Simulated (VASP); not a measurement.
Here is a VASP 6.6.1 calculation.

POSCAR

```
MgS
1.0
    0.0000000000      2.8331200450      2.8331200450
    2.8331200450      0.0000000000      2.8331200450
    2.8331200450      2.8331200450      0.0000000000
S Mg
1 1
Direct
    0.7500000000      0.7500000000      0.7500000000
    0.0000000000      0.0000000000      0.0000000000
```

File INCAR.step1:

```
SYSTEM = MgS
  ALGO = Normal
  EDIFF = 1E-5
  ENCUT = 520
  GGA = PE
  GGA_COMPAT = .False.
  ISIF = 2
  ISMEAR = 0
  LASPH = .True.
  LCHARG = .False.
  LREAL = .False.
  LWAVE = .True.
  NBANDS = 11
  NELM = 120
  PREC = Accurate
  SIGMA = 0.01
```

Contents of INCAR.step2:

```
SYSTEM = MgS
  AEXX = 0.25
  ALGO = Normal
  EDIFF = 1E-8
  ENCUT = 520
  GGA = PS
  GGA_COMPAT = .False.
  HFSCREEN = 0.207
  ISIF = 2
  ISMEAR = 0
  ISTART = 1
  LASPH = .True.
  LCALCEPS = .True.
  LCHARG = .False.
  LHFCALC = .True.
  LREAL = .False.
  LWAVE = .False.
  NELM = 120
  PREC = Accurate
  PRECFOCK = Normal
  SIGMA = 0.01
```

File KPOINTS:

```
k-points
0
Gamma
  5 5 5
  0 0 0
```

Potentials or basis: VASP PAW PBE potentials, release 64 (S, Mg).

Run with:

```bash
$ cat potpaw_PBE.64/S/POTCAR potpaw_PBE.64/Mg/POTCAR > POTCAR
$ cp INCAR.step1 INCAR
$ mpirun -np 1 vasp_std > vasp.out
$ cp INCAR.step2 INCAR
$ mpirun -np 1 vasp_std > vasp.out
```

Question: What does it give for the electronic dielectric tensor (diagonal)?

Answer: 3.76.

Question: What does it give for the Born charges (mean of the diagonal)?

Answer: S -1.90; Mg +1.90 e.

Question: What does it give for the band gap on the k mesh?

Answer: 4.36 eV.

Born effective charge tensors (e):
atom 1, S
```
-1.90  0.00  0.00
 0.00 -1.90  0.00
 0.00  0.00 -1.90
```
atom 2, Mg
```
1.90 0.00 0.00
0.00 1.90 0.00
0.00 0.00 1.90
```
